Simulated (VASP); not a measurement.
# TiAl (P4/mmm) in VASP: a series of runs

TiAl is run at these levels: r2SCAN; tasks: single point.

Everything below comes from runs of VASP 6.6.1. Logs are shortened: lines on timing, memory, paths and dates and some standing lists are left out, and cuts for length are marked.

## Step 1: The cell of the first run

It takes space group P4/mmm (No. 123, tetragonal). Conventional cell: a = 2.894 Å, b = 2.894 Å, c = 3.993 Å, α = 90.00°, β = 90.00°, γ = 90.00°. Within 3.8 Å of Ti (site symmetry 4/mmm) lie 8 Al at 2.86 Å and 4 Ti at 2.89 Å. Within 3.8 Å of Al (site symmetry 4/mmm) lie 8 Ti at 2.86 Å and 4 Al at 2.89 Å.

## Step 2: Single point, r2SCAN (biaxial strain in the a-b plane: +3.0 %)

Contents of POSCAR:

```
TiAl
1.0
    2.8941377061      0.0000000000      0.0000000000
    0.0000000000      2.8941377061      0.0000000000
    0.0000000000      0.0000000000      3.9925834856
Ti Al
1 1
Direct
    0.5000000000      0.5000000000      0.5000000000
    0.0000000000      0.0000000000      0.0000000000
```

Contents of INCAR.step1:

```
  ALGO = Normal
  EDIFF = 1E-4
  ENCUT = 520
  GGA = PE
  ISMEAR = 0
  LASPH = True
  LCHARG = False
  LREAL = False
  LWAVE = True
  NBANDS = 14
  NELM = 60
  PREC = Accurate
  SIGMA = 0.1
```

Contents of INCAR.step2:

```
  ALGO = Normal
  EDIFF = 1E-7
  ENCUT = 520
  ISIF = 2
  ISMEAR = 0
  ISTART = 1
  LASPH = True
  LCHARG = True
  LELF = True
  LMIXTAU = True
  LREAL = False
  LVHAR = True
  LWAVE = False
  METAGGA = R2SCAN
  NBANDS = 14
  NELM = 60
  PREC = Accurate
  SIGMA = 0.1
```

Contents of KPOINTS:

```
k-points
0
Gamma
  18 18 14
```

Potentials or basis: VASP PAW PBE potentials, release 64 (Ti_sv, Al).

Run with:

```sh
> cat potpaw_PBE.64/Ti_sv/POTCAR potpaw_PBE.64/Al/POTCAR > POTCAR
> cp INCAR.step1 INCAR
> mpirun -np 1 vasp_std > vasp.out
> cp INCAR.step2 INCAR
> mpirun -np 1 vasp_std > vasp.out
```

OUTCAR:

```text
EDIFF = 1E-7
   ENCUT = 520
   ISIF = 2
   ISMEAR = 0
   ISTART = 1
   LASPH = True
   LREAL = False
   METAGGA = R2SCAN
   NELM = 60
   PREC = Accurate

 ion  position               nearest neighbor table
   1  0.500  0.500  0.500-   2 2.86   2 2.86   2 2.86   2 2.86   2 2.86   2 2.86   2 2.86   2 2.86

   2  0.000  0.000  0.000-   1 2.86   1 2.86   1 2.86   1 2.86   1 2.86   1 2.86   1 2.86   1 2.86

  LATTYP: Found a simple tetragonal cell.
 ALAT       =     2.8941377061
 C/A-ratio  =     1.3795416428

  Lattice vectors:

 A1 = (   2.8941377061,   0.0000000000,   0.0000000000)
 A2 = (   0.0000000000,   2.8941377061,   0.0000000000)
 A3 = (   0.0000000000,   0.0000000000,   3.9925834856)

Analysis of symmetry for initial positions (statically):
=====================================================================
 Subroutine PRICEL returns:
 Original cell was already a primitive cell.

 Routine SETGRP: Setting up the symmetry group for a
 simple tetragonal supercell.

 Subroutine GETGRP returns: Found 16 space group operations
 (whereof 16 operations were pure point group operations)
 out of a pool of 16 trial point group operations.

The static configuration has the point symmetry D_4h.

Analysis of symmetry for dynamics (positions and initial velocities):
=====================================================================
 Subroutine PRICEL returns:
 Original cell was already a primitive cell.

 Routine SETGRP: Setting up the symmetry group for a
 simple tetragonal supercell.

 Subroutine GETGRP returns: Found 16 space group operations
 (whereof 16 operations were pure point group operations)
 out of a pool of 16 trial point group operations.

The dynamic configuration has the point symmetry D_4h.

 Subroutine INISYM returns: Found 16 space group operations
 (whereof 16 operations are pure point group operations),
 and found     1 'primitive' translations

----------------------------------------------------------------------------------------

                                     Primitive cell

  volume of cell :      33.4420

  direct lattice vectors                    reciprocal lattice vectors
     2.894137706  0.000000000  0.000000000     0.345526060  0.000000000  0.000000000
     0.000000000  2.894137706  0.000000000     0.000000000  0.345526060  0.000000000
     0.000000000  0.000000000  3.992583486     0.000000000  0.000000000  0.250464393

  length of vectors
     2.894137706  2.894137706  3.992583486     0.345526060  0.345526060  0.250464393

  position of ions in fractional coordinates (direct lattice)
     0.500000000  0.500000000  0.500000000
     0.000000000  0.000000000  0.000000000

  ion indices of the primitive-cell ions
   primitive index   ion index
                 1           1
                 2           2

----------------------------------------------------------------------------------------

 KPOINTS: k-points

Automatic generation of k-mesh.
 Grid dimensions read from file:
 generate k-points for:   18   18   14

 Generating k-lattice:

  Cartesian coordinates                     Fractional coordinates (reciprocal lattice)
     0.019195892  0.000000000  0.000000000     0.055555556  0.000000000  0.000000000
     0.000000000  0.019195892  0.000000000     0.000000000  0.055555556  0.000000000
     0.000000000  0.000000000  0.017890314     0.000000000  0.000000000  0.071428571

  Length of vectors
     0.019195892  0.019195892  0.017890314

  Shift w.r.t. Gamma in fractional coordinates (k-lattice)
     0.000000000  0.000000000  0.000000000

 Subroutine IBZKPT returns following result:
 ===========================================

 Found    440 irreducible k-points:

 Following reciprocal coordinates:
            Coordinates               Weight
  0.000000  0.000000  0.000000      1.000000
  0.055556  0.000000  0.000000      4.000000
  0.111111  0.000000  0.000000      4.000000
  0.166667  0.000000  0.000000      4.000000
  0.222222  0.000000  0.000000      4.000000
  0.277778  0.000000  0.000000      4.000000
[... 16 lines left out ...]
  0.277778  0.111111  0.000000      8.000000
  0.333333  0.111111  0.000000      8.000000
 [... further k-points ...]
   k-points           NKPTS =    440   k-points in BZ     NKDIM =    440   number of bands    NBANDS=     14
   number of dos      NEDOS =    301   number of ions     NIONS =      2
   total plane-waves  NPLWV =  17280
   dimension x,y,z NGX =    24 NGY =   24 NGZ =   30
   dimension x,y,z NGXF=    48 NGYF=   48 NGZF=   60
   ions per type =               1   1
   NGX,Y,Z   is equivalent  to a cutoff of  13.79, 13.79, 12.49 a.u.
   NGXF,Y,Z  is equivalent  to a cutoff of  27.57, 27.57, 24.98 a.u.
 SYSTEM =  unknown system
   PREC   = accura    normal or accurate (medium, high low for compatibility)
   ISTART =      1    job   : 0-new  1-cont  2-samecut
   ICHARG =      0    charge: 1-file 2-atom 10-const
   ISPIN  =      1    spin polarized calculation?
   LNONCOLLINEAR =      F non collinear calculations
   LSORBIT =      F    spin-orbit coupling
   LASPH  =      T    aspherical Exc in radial PAW
   ENCUT  =  520.0 eV  38.22 Ry    6.18 a.u.   5.38  5.38  7.42*2*pi/ulx,y,z
   NELM   =     60;   NELMIN=  2; NELMDL=  0     # of ELM steps
   EDIFF  = 0.1E-06   stopping-criterion for ELM
   LREAL  =      F    real-space projection
   EDIFFG = 0.1E-05   stopping-criterion for IOM
   NSW    =      0    number of steps for IOM
   IBRION =     -1    ionic relax: 0-MD 1-quasi-New 2-CG
   NFREE  =      0    steps in history (QN), initial steepest desc. (CG)
   ISIF   =      2    stress and relaxation
   ISYM   =      2    0-nonsym 1-usesym 2-fastsym
   POTIM  = 0.5000    time-step for ionic-motion
   TEBEG  =    0.0;   TEEND  =   0.0 temperature during run
   PSTRESS=    0.0 pullay stress
   NELECT =      15.0000    total number of electrons
   NUPDOWN=      -1.0000    fix difference up-down
   EMIN   =  10.00;   EMAX   =-10.00  energy-range for DOS
   EFERMI =   0.00;   METHOD = LEGACY
   ISMEAR =     0;   SIGMA  =   0.10  broadening in eV -4-tet -1-fermi 0-gaus
   EFERMI_NEDOS =   21; number of points for ismear=-14 and -15
   IALGO  =     38    algorithm
   IMIX   =      4    mixing-type and parameters
     AMIX     =   0.40;   BMIX     =  1.00
     AMIX_MAG =   1.60;   BMIX_MAG =  1.00
  volume/ion in A,a.u.               =      16.72       112.84
  Fermi-wavevector in a.u.,A,eV,Ry     =   1.253164  2.368136 21.366849  1.570419
  Thomas-Fermi vector in A             =   2.387030
   LORBIT       =      0    0 simple, 1 ext, 2 COOP (PROOUT), +10 PAW based schemes
   METAGGA = R2SCAN    functional components
   LHFCALC =     F    Hartree Fock is set to
   AEXX    =    0.0000 exact exchange contribution
   IVDW    =     0    specifies the selected vdW correction
   LEPSILON=     F    determine dielectric tensor
   LRPA    =     F    only Hartree local field effects (RPA)
 non-spin polarized calculation
 Gauss-broadening in eV      SIGMA  =   0.10
  energy-cutoff  :      520.00
  volume of cell :       33.44
 maximum number of plane-waves:       920
 NGX is ok and might be reduce to    24
   NGX = 11   NGY = 11   NGZ = 15

 number of electron      15.0000004 magnetization

 Free energy of the ion-electron system (eV)
  ---------------------------------------------------
  ext. energy  EPLUGINS =         0.00000000
  ---------------------------------------------------
  free energy    TOTEN  =       -20.56298765 eV

  energy without entropy =      -20.55445339  energy(sigma->0) =      -20.55872052

 E-fermi :   8.0521     XC(G=0): -11.7104

 val. band max:        8.0512707054   @ k =   0.1111   0.1111   0.1429
 cond. band min:       8.0523825362   @ k =   0.2778   0.1111   0.2857
 fundamental gap:      0.0011118308
 Fermi energy:         8.0521422221

 k-point     1 :       0.0000    0.0000    0.0000
  band No.  band energies     occupation
      1     -51.0175      2.00000
      2     -26.3774      2.00000
      3     -25.9601      2.00000
      4     -25.9601      2.00000
      5      -1.3878      2.00000
      6       6.2493      2.00000
      7       7.1119      2.00000
      8       7.9808      1.68693
      9      10.2202      0.00000
     10      10.2202      0.00000
     11      11.4461      0.00000
     12      14.8202      0.00000
     13      16.1769      0.00000
     14      16.1769      0.00000

 k-point     2 :       0.0556    0.0000    0.0000
  band No.  band energies     occupation
      1     -51.0161      2.00000
      2     -26.3759      2.00000
      3     -25.9726      2.00000
      4     -25.9591      2.00000
      5      -1.3266      2.00000
      6       6.2951      2.00000
      7       7.1298      2.00000
      8       7.9112      1.95370
      9      10.2301      0.00000
     10      10.3088      0.00000
     11      11.3843      0.00000
     12      14.8125      0.00000
     13      15.3189      0.00000
     14      16.2626      0.00000

 k-point     3 :       0.1111    0.0000    0.0000
  band No.  band energies     occupation
      1     -51.0121      2.00000
      2     -26.3718      2.00000
      3     -26.0082      2.00000
      4     -25.9561      2.00000
      5      -1.1438      2.00000
      6       6.4248      2.00000
      7       7.1702      2.00000
      8       7.7303      1.99999
      9      10.2587      0.00000
     10      10.5504      0.00000
     11      11.2148      0.00000
     12      14.0519      0.00000
     13      14.8038      0.00000
     14      16.5073      0.00000

 k-point     4 :       0.1667    0.0000    0.0000
  band No.  band energies     occupation
      1     -51.0059      2.00000
      2     -26.3655      2.00000
      3     -26.0625      2.00000
      4     -25.9516      2.00000
      5      -0.8423      2.00000
      6       6.6139      2.00000
      7       7.1878      2.00000
      8       7.4908      2.00000
      9      10.3031      0.00000
     10      10.9009      0.00000
     11      10.9759      0.00000
     12      12.8950      0.00000
     13      14.7633      0.00000
     14      16.8836      0.00000

 k-point     5 :       0.2222    0.0000    0.0000
  band No.  band energies     occupation
      1     -50.9984      2.00000
      2     -26.3578      2.00000
      3     -26.1287      2.00000
      4     -25.9460      2.00000
      5      -0.4264      2.00000
      6       6.7832      2.00000
      7       7.1291      2.00000
      8       7.2358      2.00000
      9      10.3581      0.00000
     10      10.7091      0.00000
     11      11.3295      0.00000
[... 276 lines left out ...]
 k-point    22 :       0.2222    0.1111    0.0000
  band No.  band energies     occupation
      1     -50.9930      2.00000
      2     -26.3524      2.00000
      3     -26.1237      2.00000
      4     -25.9928      2.00000
      5      -0.1927      2.00000
      6       6.8895      2.00000
      7       7.2746      2.00000
      8       7.2950      2.00000
      9       9.7972      0.00000
     10      10.3977      0.00000
     11      11.9953      0.00000
     12      12.1260      0.00000
     13      14.7855      0.00000
     14      15.4781      0.00000

 k-point    23 :       0.2778    0.1111    0.0000
  band No.  band energies     occupation
      1     -50.9850      2.00000
      2     -26.3442      2.00000
      3     -26.1930      2.00000
      4     -25.9864      2.00000
      5       0.3265      2.00000
      6       6.6630      2.00000
      7       7.0784      2.00000
      8       7.3911      2.00000
      9       9.8296      0.00000
     10      10.1680      0.00000
     11      11.6314      0.00000
     12      12.4794      0.00000
     13      14.7484      0.00000
     14      15.9224      0.00000

 k-point    24 :       0.3333    0.1111    0.0000
  band No.  band energies     occupation
      1     -50.9774      2.00000
      2     -26.3365      2.00000
      3     -26.2577      2.00000
      4     -25.9804      2.00000
      5       0.9468      2.00000
      6       6.0199      2.00000
      7       6.8979      2.00000
      8       7.6067      2.00000
      9       9.8901      0.00000
     10       9.9409      0.00000
     11      11.5717      0.00000
     12      13.0020      0.00000
     13      14.6520      0.00000
     14      16.4745      0.00000

 [... further k-points ...]
[... 5 lines left out ...]
  --------------------------------------------------------------------------------------
  -------------------------------------------------------------------------------------
  Total       -1.2146113     -1.2146113     -0.3841934      0.0000000     -0.0000000      0.0000000
  in kB      -58.1909577    -58.1909577    -18.4063675      0.0000000     -0.0000000      0.0000000
  external PRESSURE =     -44.9294276 kB  Pullay stress =       0.0000000 kB

 VOLUME and BASIS-vectors are now :
 -----------------------------------------------------------------------------
  energy-cutoff  :      520.00
  volume of cell :       33.44
      direct lattice vectors                 reciprocal lattice vectors
     2.894137706  0.000000000  0.000000000     0.345526060  0.000000000  0.000000000
     0.000000000  2.894137706  0.000000000     0.000000000  0.345526060  0.000000000
     0.000000000  0.000000000  3.992583486     0.000000000  0.000000000  0.250464393

 POSITION                                       TOTAL-FORCE (eV/Angst)
 -----------------------------------------------------------------------------------
      1.44707      1.44707      1.99629         0.000000      0.000000      0.000000
      0.00000      0.00000      0.00000         0.000000      0.000000      0.000000
 -----------------------------------------------------------------------------------
    total drift:                                0.000000      0.000000     -0.000000

  FREE ENERGIE OF THE ION-ELECTRON SYSTEM (eV)
  ---------------------------------------------------
  free  energy   TOTEN  =       -20.5629876534 eV

  energy  without entropy=      -20.5544533882  energy(sigma->0) =      -20.55872052
```

Run time: 8.9 min. Hardware: 1 thread of Intel Xeon Platinum 8259CL at 2.50GHz (Skylake/Cascade Lake), shared host; peak memory 0.33 GiB.

What came out:

| Quantity | Value |
| --- | --- |
| Free energy | -20.5630 eV |
| Pressure | -4.5 GPa |
| Band gap on the k mesh | zero (an odd number of electrons rules out a gap without spin polarisation) |

Stress tensor (GPa, compression positive):
```
-5.82  0.00  0.00
 0.00 -5.82  0.00
 0.00  0.00 -1.84
```

Caveat: the cell differs from its parent crystal (biaxial strain in the a-b plane: +3.0 %); the cell stands under tension; the PAW data sets were made with another functional, which shifts forces and pressure a little.

## Step 3: Single point, r2SCAN (biaxial strain in the a-b plane: +4.5 %)

Contents of POSCAR:

```
TiAl
1.0
    2.9362853426      0.0000000000      0.0000000000
    0.0000000000      2.9362853426      0.0000000000
    0.0000000000      0.0000000000      3.9559915799
Ti Al
1 1
Direct
    0.5000000000      0.5000000000      0.5000000000
    0.0000000000      0.0000000000      0.0000000000
```

Contents of INCAR.step1:

```
SYSTEM = TiAl
ALGO = Normal
EDIFF = 1E-4
ENCUT = 520
GGA = PE
ISMEAR = 0
LASPH = .True.
LCHARG = .False.
LREAL = .False.
LWAVE = .True.
NBANDS = 14
NELM = 60
PREC = Accurate
SIGMA = 0.1
```

Contents of INCAR.step2:

```
SYSTEM = TiAl
ALGO = Normal
EDIFF = 1E-6
ENCUT = 520
ISIF = 2
ISMEAR = 0
ISTART = 1
LASPH = .True.
LCHARG = .False.
LMIXTAU = .True.
LREAL = .False.
LWAVE = .False.
METAGGA = R2SCAN
NBANDS = 14
NELM = 60
PREC = Accurate
SIGMA = 0.1
```

Contents of KPOINTS:

```
k-points
0
Gamma
  18 18 14
  0 0 0
```

Potentials or basis: VASP PAW PBE potentials, release 64 (Ti_sv, Al).

Run with:

```sh
> cat potpaw_PBE.64/Ti_sv/POTCAR potpaw_PBE.64/Al/POTCAR > POTCAR
> cp INCAR.step1 INCAR
> mpirun -np 1 vasp_std > vasp.out
> cp INCAR.step2 INCAR
> mpirun -np 1 vasp_std > vasp.out
```

It took 8.9 min on 1 thread of Intel Xeon Platinum 8259CL at 2.50GHz (Skylake/Cascade Lake), shared host; peak memory 0.33 GiB.

It converged, with:

- Free energy: -20.5249 eV
- Pressure: -6.5 GPa
- Band gap on the k mesh: zero (an odd number of electrons rules out a gap without spin polarisation)

Stress tensor (GPa, compression positive):
```
-8.24  0.00  0.00
 0.00 -8.24  0.00
 0.00  0.00 -3.08
```

Levels at points of the mesh, in eV from the Fermi level:
```csv
k point,band 6,band 7,band 8,band 9,band 10,band 11
"(0.00, 0.00, 0.00)",-1.71,-0.93,0.16,2.07,2.07,3.23
"(0.50, 0.00, 0.00)",-4.83,-1.43,-0.23,1.73,2.39,4.08
"(0.50, 0.50, 0.00)",-0.94,-0.94,-0.57,-0.06,-0.06,3.78
"(0.00, 0.00, 0.50)",-5.48,-0.68,1.15,1.57,1.57,3.25
"(0.50, 0.00, 0.50)",-3.07,-1.60,-1.33,1.76,1.83,2.07
"(0.50, 0.50, 0.50)",-2.50,-2.50,1.49,2.30,2.62,3.75
```

Caveat: the cell differs from its parent crystal (biaxial strain in the a-b plane: +4.5 %); the cell stands under tension; the PAW data sets were made with another functional, which shifts forces and pressure a little.

## Step 4: Single point, r2SCAN

This run uses another cell than the first one, of 16.05 Å³/atom.

Contents of POSCAR:

```
TiAl
1.0
    2.8098424332      0.0000000000      0.0000000000
    0.0000000000      2.8098424332      0.0000000000
    0.0000000000      0.0000000000      4.0657672972
Ti Al
1 1
Direct
    0.5000000000      0.5000000000      0.5000000000
    0.0000000000      0.0000000000      0.0000000000
```

Contents of INCAR.step1:

```
  PREC = Accurate
  ENCUT = 520
  ISMEAR = 0
  SIGMA = 0.1
  LREAL = F
  LASPH = T
  NELM = 80
  NBANDS = 14
  GGA = PE
  ALGO = Normal
  EDIFF = 1E-4
  LWAVE = T
  LCHARG = F
```

Contents of INCAR.step2:

```
  PREC = Accurate
  ENCUT = 520
  EDIFF = 1E-7
  ISMEAR = 0
  SIGMA = 0.1
  LREAL = F
  LASPH = T
  NELM = 80
  ALGO = Normal
  ISIF = 2
  LWAVE = F
  LCHARG = F
  METAGGA = R2SCAN
  LMIXTAU = T
  NBANDS = 14
  ISTART = 1
```

Contents of KPOINTS:

```
Automatic mesh
0
Gamma
  14 14 10
```

Run with:

```sh
> cat potpaw_PBE.64/Ti_sv/POTCAR potpaw_PBE.64/Al/POTCAR > POTCAR
> cp INCAR.step1 INCAR
> mpirun -np 1 vasp_std > vasp.out
> cp INCAR.step2 INCAR
> mpirun -np 1 vasp_std > vasp.out
```

It took 5.5 min on 1 thread of AMD EPYC 7R13 (Zen 3), shared host; peak memory 0.2 GiB.

It converged, with:

```yaml
Free_energy: -20.5949 eV
Pressure: 0.2 GPa
Band_gap_on_the_k_mesh: zero (an odd number of electrons rules out a gap without spin polarisation)
```

Levels at points of the mesh, in eV from the Fermi level:
```
           k point  band 6  band 7  band 8  band 9  band 10  band 11
(0.00, 0.00, 0.00)   -2.01   -0.98   -0.55    2.38     2.38     3.73
(0.50, 0.00, 0.00)   -4.83   -1.82   -0.27    2.08     2.77     4.58
(0.50, 0.50, 0.00)   -0.58   -0.58   -0.42   -0.20    -0.20     4.40
(0.00, 0.00, 0.50)   -5.68   -0.80    0.76    2.02     2.02     3.75
(0.50, 0.00, 0.50)   -3.30   -1.38   -1.32    1.56     2.13     2.53
(0.50, 0.50, 0.50)   -2.42   -2.42    2.18    2.39     2.66     4.30
```

Caveat: the PAW data sets were made with another functional, which shifts forces and pressure a little.

## Step 5: Summary

```tsv
cell	k mesh	gap on the mesh (eV)	pressure (GPa)
a = 2.894, b = 2.894, c = 3.993 Å, 2 atoms	18 × 18 × 14	none	-4.5
a = 2.936, b = 2.936, c = 3.956 Å, 2 atoms	18 × 18 × 14	none	-6.5
a = 2.810, b = 2.810, c = 4.066 Å, 2 atoms	14 × 14 × 10	none	0.2
```

Alike in all rows: task single point; level r2SCAN; potentials or basis VASP PAW PBE potentials, release 64 (Ti_sv, Al); no spin polarisation; cutoff (eV) 520; smearing gaussian 0.1 eV.

Caveats: the PAW data sets were made with another functional, which shifts forces and pressure a little; the cell stands under tension (at least some runs).

Absolute energies hang on the potentials; compare differences alone.
